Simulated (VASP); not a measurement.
Write the native input for VASP 6.6.1 that does the following.

* Task: single point
* Functional: r2SCAN
* Dispersion: D3(BJ)
* Potentials or basis: VASP PAW PBE potentials, release 64 (C, O, H, N)
* Cutoff: 520 eV
* k mesh: 1 × 1 × 1
* Occupations: fermi-dirac, width 0.02 eV
* Spin: no spin polarisation
* Dipole correction: no
* Further INCAR settings: LREAL = Auto; ALGO = Normal; EDIFF = 1e-06; NBANDS = 68

System: H21C10N3O2.

```xyz
36
Lattice="7.1400 0.0000 0.0000 0.0000 7.1400 0.0000 0.0000 0.0000 7.1400" Properties=species:S:1:pos:R:3 pbc="T T T"
C     6.0605    2.5703    6.6496
C     6.0877    1.4902    5.5369
C     1.2774    0.6285    1.8094
C     2.2119    1.4103    0.8199
C     3.5731    3.7898    3.9908
C     2.9911    5.1208    3.9443
C    -0.3349    3.8667    2.5187
C    -0.4826    5.0955    3.3168
C     2.8990    4.8643    7.5410
C     4.2012    5.5222    7.9493
O     7.4100    1.2966    5.1728
O     3.4744    1.7655    1.3785
H     7.4783    0.4944    4.5962
H     5.7271    0.5905    6.0666
H     5.3735    1.6575    4.7139
H     5.0900    2.7994    7.1738
H     6.6182    2.2717    7.6096
H     6.5076    3.4768    6.2156
H     3.3603    1.4831    2.2551
H     2.3896    0.8997   -0.1013
H     1.6900    2.3007    0.4218
H     0.3029    0.6754    1.3871
H     1.4287   -0.4383    1.5622
H     1.4685    0.9926    2.7435
H     4.2890    3.7642    3.1589
H     3.9670    3.5625    5.0702
H     2.7602    3.0257    3.7830
H    -0.6300    3.8449    1.4848
H     0.7774    3.7466    2.4305
H    -0.8758    2.9615    2.8826
H     3.1068    3.8859    6.9688
H     2.6069    4.4861    8.4105
H     2.4072    5.6635    6.8171
N     2.5432    6.1783    3.9133
N    -0.5100    6.0735    3.9367
N     5.1742    6.1029    8.1165
```

One way to write it, as run:

POSCAR

```
H21C10N3O2
1.0
    7.1400370000      0.0000000000      0.0000000000
    0.0000000000      7.1400370000      0.0000000000
    0.0000000000      0.0000000000      7.1400370000
C O H N
10 2 21 3
Direct
    0.8488051252      0.3599841289      0.9313117005
    0.8526146293      0.2087104030      0.7754721719
    0.1789066359      0.0880247539      0.2534160537
    0.3097883106      0.1975199848      0.1148313377
    0.5004315804      0.5307815632      0.5589326778
    0.4189193978      0.7171951630      0.5524201065
   -0.0469045188      0.5415518155      0.3527572756
   -0.0675906862      0.7136517640      0.4645354079
    0.4060203049      0.6812709794      1.0561569919
    0.5884003122      0.7734133591      1.1133415695
    1.0378097480      0.1815956976      0.7244780384
    0.4866081226      0.2472676262      0.1930662264
    1.0473755248      0.0692433387      0.6437221544
    0.8021106893      0.0827026527      0.8496594625
    0.7525871365      0.2321416542      0.6602066628
    0.7128814599      0.3920707974      1.0047286870
    0.9269139642      0.3181636174      1.0657647853
    0.9114238484      0.4869442553      0.8705277017
    0.4706278133      0.2077160104      0.3158386994
    0.3346761368      0.1260077504     -0.0141876015
    0.2366934513      0.3222252210      0.0590753241
    0.0424227493      0.0945933473      0.1942707020
    0.2000970023     -0.0613862365      0.2187943844
    0.2056712031      0.1390188874      0.3842417063
    0.6006971673      0.5271961476      0.4424206765
    0.5555993617      0.4989469943      0.7101083650
    0.3865806298      0.4237653110      0.5298291872
   -0.0882348369      0.5384986100      0.2079541044
    0.1088789876      0.5247311744      0.3404043985
   -0.1226604288      0.4147737610      0.4037233981
    0.4351237956      0.5442408772      0.9760173512
    0.3651101528      0.6283020662      1.1779350723
    0.3371411101      0.7932031725      0.9547709627
    0.3561886304      0.8653036392      0.5480783923
   -0.0714282013      0.8506258441      0.5513556863
    0.7246741158      0.8547434698      1.1367588151
```

INCAR.step1

```
PREC = Accurate ; ENCUT = 520
ISMEAR = -1 ; SIGMA = 0.02
LREAL = Auto ; LASPH = T
NELM = 80 ; NBANDS = 68
GGA = PE ; ALGO = Normal
EDIFF = 1E-4 ; LWAVE = T
LCHARG = F
```

INCAR.step2

```
PREC = Accurate ; ENCUT = 520
EDIFF = 1E-6 ; ISMEAR = -1
SIGMA = 0.02 ; LREAL = Auto
LASPH = T ; NELM = 80
ALGO = Normal ; ISIF = 2
LWAVE = F ; LCHARG = F
METAGGA = R2SCAN ; LMIXTAU = T
IVDW = 12 ; VDW_S6 = 1.0
VDW_S8 = 0.78981345 ; VDW_A1 = 0.49484001
VDW_A2 = 5.73083694 ; NBANDS = 68
ISTART = 1
```

KPOINTS

```
Automatic mesh
0
Gamma
  1 1 1
```

Potentials or basis: VASP PAW PBE potentials, release 64 (C, O, H, N).

Run with:

```bash
$ cat potpaw_PBE.64/C/POTCAR potpaw_PBE.64/O/POTCAR potpaw_PBE.64/H/POTCAR potpaw_PBE.64/N/POTCAR > POTCAR
$ cp INCAR.step1 INCAR
$ mpirun -np 1 vasp_gam > vasp.out
$ cp INCAR.step2 INCAR
$ mpirun -np 1 vasp_gam > vasp.out
```

Results of the run:

The pressure is -0.4 GPa. The largest force is 6.331 eV/Å, the band gap on the k mesh is 4.87 eV and the dispersion energy per atom is -0.025 eV.

Caveat: the k points lie up to 0.88 Å⁻¹ apart; the PAW data sets were made with another functional, which shifts forces and pressure a little.

It used 390 s of CPU time on 1 thread of AMD EPYC 7R13 Processor (Zen 3) (shared host).
